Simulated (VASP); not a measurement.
# Na3Lu (Pm-3m) in VASP: further runs

Runs on Na3Lu. Level: LDA. Tasks: single point.

Everything below comes from runs of VASP 6.6.1. Logs are shortened: lines on timing, memory, paths and dates and some standing lists are left out, and cuts for length are marked.

## 1. The cell of the first run

Symmetry: Pm-3m, No. 221, cubic system. The conventional cell has a = 4.969 Å, b = 4.969 Å, c = 4.969 Å, α = 90.00°, β = 90.00°, γ = 90.00°. Na (site symmetry 4/mmm) has 8 Na at 3.51 Å and 4 Lu at 3.51 Å within 4.6 Å. Within 4.6 Å of Lu (site symmetry m-3m) lie 12 Na at 3.51 Å.

## 2. Single point, LDA

The input, INCAR:

```
SYSTEM = Na3Lu
  ALGO = Normal
  EDIFF = 1E-6
  ENCUT = 520
  GGA = CA
  ISIF = 2
  ISMEAR = -1
  LASPH = .TRUE.
  LCHARG = .FALSE.
  LREAL = .FALSE.
  LWAVE = .FALSE.
  NBANDS = 31
  NELM = 80
  PREC = Accurate
  SIGMA = 0.1
```

The input, KPOINTS:

```
k-points
0
G
  4 4 4
  0 0 0
```

The input, POSCAR:

```
Na3Lu
1.0
    4.9690515622      0.0000000000      0.0000000000
    0.0000000000      4.9690515622      0.0000000000
    0.0000000000      0.0000000000      4.9690515622
Na Lu
3 1
Direct
    0.0000000000      0.0000000000      0.0000000000
    0.0000000000      0.5000000000      0.5000000000
    0.5000000000      0.0000000000      0.5000000000
    0.5000000000      0.5000000000      0.0000000000
```

Potentials or basis: VASP PAW PBE potentials, release 64 (Na_pv, Lu).

On the command line:

```console
> cat potpaw_PBE.64/Na_pv/POTCAR potpaw_PBE.64/Lu/POTCAR > POTCAR
> mpirun -np 1 vasp_std > vasp.out
```

OUTCAR:

```text
SYSTEM = Na3Lu
   EDIFF = 1E-6
   ENCUT = 520
   GGA = CA
   ISIF = 2
   ISMEAR = -1
   LASPH = .TRUE.
   LREAL = .FALSE.
   NELM = 80
   PREC = Accurate

 ion  position               nearest neighbor table
   1  0.000  0.000  0.000-
   2  0.000  0.500  0.500-
   3  0.500  0.000  0.500-
   4  0.500  0.500  0.000-

  LATTYP: Found a simple cubic cell.
 ALAT       =     4.9690515622

  Lattice vectors:

 A1 = (   4.9690515622,   0.0000000000,   0.0000000000)
 A2 = (   0.0000000000,   4.9690515622,   0.0000000000)
 A3 = (   0.0000000000,   0.0000000000,   4.9690515622)

Analysis of symmetry for initial positions (statically):
=====================================================================
 Subroutine PRICEL returns:
 Original cell was already a primitive cell.

 Routine SETGRP: Setting up the symmetry group for a
 simple cubic supercell.

 Subroutine GETGRP returns: Found 48 space group operations
 (whereof 16 operations were pure point group operations)
 out of a pool of 48 trial point group operations.

The static configuration has the point symmetry D_4h.
 The point group associated with its full space group is O_h .

Analysis of symmetry for dynamics (positions and initial velocities):
=====================================================================
 Subroutine PRICEL returns:
 Original cell was already a primitive cell.

 Routine SETGRP: Setting up the symmetry group for a
 simple cubic supercell.

 Subroutine GETGRP returns: Found 48 space group operations
 (whereof 16 operations were pure point group operations)
 out of a pool of 48 trial point group operations.

The dynamic configuration has the point symmetry D_4h.
 The point group associated with its full space group is O_h .

 Subroutine INISYM returns: Found 48 space group operations
 (whereof 16 operations are pure point group operations),
 and found     1 'primitive' translations

----------------------------------------------------------------------------------------

                                     Primitive cell

  volume of cell :     122.6932

  direct lattice vectors                    reciprocal lattice vectors
     4.969051562  0.000000000  0.000000000     0.201245648  0.000000000  0.000000000
     0.000000000  4.969051562  0.000000000     0.000000000  0.201245648  0.000000000
     0.000000000  0.000000000  4.969051562     0.000000000  0.000000000  0.201245648

  length of vectors
     4.969051562  4.969051562  4.969051562     0.201245648  0.201245648  0.201245648

[... 68 lines left out ...]
   NELM   =     80;   NELMIN=  2; NELMDL= -5     # of ELM steps
   EDIFF  = 0.1E-05   stopping-criterion for ELM
   LREAL  =      F    real-space projection
   EDIFFG = 0.1E-04   stopping-criterion for IOM
   NSW    =      0    number of steps for IOM
   IBRION =     -1    ionic relax: 0-MD 1-quasi-New 2-CG
   NFREE  =      0    steps in history (QN), initial steepest desc. (CG)
   ISIF   =      2    stress and relaxation
   ISYM   =      2    0-nonsym 1-usesym 2-fastsym
   POTIM  = 0.5000    time-step for ionic-motion
   TEBEG  =    0.0;   TEEND  =   0.0 temperature during run
   PSTRESS=    0.0 pullay stress
   NELECT =      46.0000    total number of electrons
   NUPDOWN=      -1.0000    fix difference up-down
   EMIN   =  10.00;   EMAX   =-10.00  energy-range for DOS
   EFERMI =   0.00;   METHOD = LEGACY
   ISMEAR =    -1;   SIGMA  =   0.10  broadening in eV -4-tet -1-fermi 0-gaus
   EFERMI_NEDOS =   21; number of points for ismear=-14 and -15
   IALGO  =     38    algorithm
   IMIX   =      4    mixing-type and parameters
     AMIX     =   0.40;   BMIX     =  1.00
     AMIX_MAG =   1.60;   BMIX_MAG =  1.00
  volume/ion in A,a.u.               =      30.67       206.99
  Fermi-wavevector in a.u.,A,eV,Ry     =   1.180467  2.230760 18.959758  1.393503
  Thomas-Fermi vector in A             =   2.316759
   LORBIT       =      0    0 simple, 1 ext, 2 COOP (PROOUT), +10 PAW based schemes
   GGA     = CA    functional components
   LHFCALC =     F    Hartree Fock is set to
   AEXX    =    0.0000 exact exchange contribution
   IVDW    =     0    specifies the selected vdW correction
   LEPSILON=     F    determine dielectric tensor
   LRPA    =     F    only Hartree local field effects (RPA)
 non-spin polarized calculation
  energy-cutoff  :      520.00
  volume of cell :      122.69
 maximum number of plane-waves:      3362
 NGX is ok and might be reduce to    40
   NGX = 19   NGY = 19   NGZ = 19

 number of electron      45.9999965 magnetization

 Free energy of the ion-electron system (eV)
  ---------------------------------------------------
  ext. energy  EPLUGINS =         0.00000000
  ---------------------------------------------------
  free energy    TOTEN  =        -7.92137327 eV

  energy without entropy =       -7.79669070  energy(sigma->0) =       -7.85903199

 E-fermi :   0.9185     XC(G=0):  -8.2086

 val. band max:        0.8092186092   @ k =   0.0000   0.0000   0.0000
 cond. band min:       0.9337440861   @ k =   0.5000   0.2500   0.0000
 fundamental gap:      0.1245254768
 Fermi energy:         0.9184810973

 k-point     1 :       0.0000    0.0000    0.0000
  band No.  band energies     occupation
      1     -56.5458      2.00000
      2     -27.3368      2.00000
      3     -27.3368      2.00000
      4     -27.3368      2.00000
      5     -23.2966      2.00000
      6     -23.2966      2.00000
[... 329 lines left out ...]
     30       3.0981      0.00000
     31       5.8788      0.00000

------------------------ aborting loop because EDIFF is reached ----------------------------------------

  FORCE on cell =-STRESS in cart. coord.  units (eV):
  Direction    XX          YY          ZZ          XY          YZ          ZX
  --------------------------------------------------------------------------------------
  -------------------------------------------------------------------------------------
  Total       -0.0156392     -0.0156392     -0.0156392     -0.0000000     -0.0000000     -0.0000000
  in kB       -0.2042230     -0.2042230     -0.2042230     -0.0000000     -0.0000000     -0.0000000
  external PRESSURE =      -0.2042230 kB  Pullay stress =       0.0000000 kB

 VOLUME and BASIS-vectors are now :
 -----------------------------------------------------------------------------
  energy-cutoff  :      520.00
  volume of cell :      122.69
      direct lattice vectors                 reciprocal lattice vectors
     4.969051562  0.000000000  0.000000000     0.201245648  0.000000000  0.000000000
     0.000000000  4.969051562  0.000000000     0.000000000  0.201245648  0.000000000
     0.000000000  0.000000000  4.969051562     0.000000000  0.000000000  0.201245648

 POSITION                                       TOTAL-FORCE (eV/Angst)
 -----------------------------------------------------------------------------------
      0.00000      0.00000      0.00000         0.000000      0.000000      0.000000
      0.00000      2.48453      2.48453         0.000000      0.000000      0.000000
      2.48453      0.00000      2.48453         0.000000      0.000000      0.000000
      2.48453      2.48453      0.00000         0.000000      0.000000      0.000000
 -----------------------------------------------------------------------------------
    total drift:                               -0.000000     -0.000000     -0.000000

  FREE ENERGIE OF THE ION-ELECTRON SYSTEM (eV)
  ---------------------------------------------------
  free  energy   TOTEN  =        -7.9213732697 eV

  energy  without entropy=       -7.7966907026  energy(sigma->0) =       -7.85903199
```

stdout:

```text
POSCAR found type information on POSCAR NaLu
 POSCAR found :  2 types and       4 ions
 scaLAPACK will be used
 -----------------------------------------------------------------------------
|                                                                             |
|                                                                             |
|     You enforced a specific xc type in the INCAR file but a different       |
|     I HOPE YOU KNOW WHAT YOU ARE DOING!                                     |
|                                                                             |
 -----------------------------------------------------------------------------

 LDA part: xc-table for (Slater(with rela. corr.)+CA(PZ))
 , standard interpolation
 POSCAR, INCAR and KPOINTS ok, starting setup
 FFT: planning ... GRIDC
 FFT: planning ... GRID_SOFT
 FFT: planning ... GRID
 WAVECAR not read
 entering main loop
```

Run time: 22 s. Hardware: 1 thread of Intel Xeon 6975P-C (Granite Rapids), shared host; peak memory 0.2 GiB.

Results:

```yaml
Free_energy: -7.9214 eV
Pressure: 0.0 GPa
Band_gap_on_the_k_mesh: zero (bands 23 and 24 overlap by 0.92 eV)
```

Levels at points of the mesh, in eV from the Fermi level:
```
           k point  band 20  band 21  band 22  band 23  band 24  band 25  band 26  band 27
(0.00, 0.00, 0.00)    -6.41    -4.42    -0.11    -0.11     1.50     1.50     1.50     1.92
(0.50, 0.00, 0.00)    -6.41    -3.23    -2.11     0.16     0.74     0.74     1.61     1.80
(0.50, 0.50, 0.00)    -6.41    -2.06    -1.20    -0.76    -0.76     0.98     0.98     1.38
(0.50, 0.50, 0.50)    -6.41    -0.58    -0.41    -0.41    -0.41     0.38     0.38     0.38
```

Caveat: the PAW data sets were made with another functional, which shifts forces and pressure a little; spin-orbit coupling is left out, which moves the levels of the heavy elements.

(Continued in part 2 of 2.)
